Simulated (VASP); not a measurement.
A run of VASP 6.6.1 is set up as follows.

INCAR

```
PREC = Accurate
ENCUT = 600
EDIFF = 1E-6
ISMEAR = 0
SIGMA = 0.05
LREAL = False
LASPH = True
NELM = 120
ALGO = Normal
ISIF = 2
LWAVE = False
LCHARG = True
LELF = True
LVHAR = True
NBANDS = 15
GGA_COMPAT = False
```

The input KPOINTS:

```
Automatic mesh
0
Gamma
  14 14 14
```

POSCAR

```
TaN
1.0
    0.0000000000      2.1790013101      2.1790013101
    2.1790013101      0.0000000000      2.1790013101
    2.1790013101      2.1790013101      0.0000000000
Ta N
1 1
Direct
    0.5000000000      0.5000000000      0.5000000000
    0.0000000000      0.0000000000      0.0000000000
```

Potentials or basis: VASP PAW LDA potentials, release 64 (Ta_pv, N).

Command:

```bash
$ cat potpaw_LDA.64/Ta_pv/POTCAR potpaw_LDA.64/N/POTCAR > POTCAR
$ mpirun -np 1 vasp_std > vasp.out
```

Q: Predict the band gap on the k mesh.

A: Zero (band 8 reaches 11.68 eV, above the bottom of band 9 at 7.50 eV).

Q: Estimate the pressure.

A: -0.5 GPa.

Caveat: spin-orbit coupling is left out, which moves the levels of the heavy elements.
